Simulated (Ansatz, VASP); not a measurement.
## C: VASP beside Ansatz

```xyz
4
Lattice="2.4666 0.0000 0.0000 -1.2333 2.1361 0.0000 0.0000 0.0000 8.5267" Properties=species:S:1:pos:R:3 pbc="T T T"
C     1.2333    2.1361    2.1317
C     0.0000    0.0000    6.3951
C     0.0000    1.4241    2.1317
C     1.2333    0.7120    6.3951
```

Alike in both runs: task single point; functional PBE; k mesh 15 × 15 × 4; occupations methfessel-paxton of order 1, width 0.03 eV; no spin polarisation.

|  | VASP | Ansatz |
| --- | --- | --- |
| version | VASP 6.6.1 | Ansatz 0.2.0 |
| potentials or method | VASP PAW PBE potentials, release 64 (C), cutoff 520 eV | plane waves (420 eV) with PAW, scalar-relativistic |
| valence electrons in the cell | 16 | 16 |

|  | VASP | Ansatz | Ansatz less VASP |
| --- | --- | --- | --- |
| pressure (GPa) | 0.4 | 0.0 | -0.35 |
| traceless stress, the component that is largest in VASP (GPa) | -0.40 | 0.01 | +0.409 |
